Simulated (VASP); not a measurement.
Rh, 1 atom in the cell. Symmetry: Fm-3m, No. 225, cubic system. The conventional cell has a = 3.754 Å, b = 3.754 Å, c = 3.754 Å, α = 90.00°, β = 90.00°, γ = 90.00°. Rh (site symmetry m-3m) has 12 Rh at 2.65 Å within 3.5 Å. 

| Item | Value |
| --- | --- |
| Program | VASP 6.6.1 |
| Task | single point |
| Functional | LDA |
| Potentials or basis | VASP PAW LDA potentials, release 64 (Rh_pv) |
| Cutoff | 500 eV |
| k mesh | 17 × 17 × 17 |
| Occupations | fermi-dirac, width 0.05 eV |
| Spin | no spin polarisation |
| Dipole correction | no |
| Further INCAR settings | ALGO = Normal; EDIFF = 1e-06; NBANDS = 14 |

Potentials or basis: VASP PAW LDA potentials, release 64 (Rh_pv).

Command:

```console
$ cat potpaw_LDA.64/Rh_pv/POTCAR > POTCAR
$ mpirun -np 1 vasp_std > vasp.out
```

Hardware: 1 thread of Intel Xeon 8259CL, with other jobs on the host.

Question: How long does it take, and how much memory?

Answer: Wall time 33 s on 1 thread of Intel Xeon 8259CL, on a shared host, peak memory 0.14 GiB. Counts: scf iterations 11, k points 165.
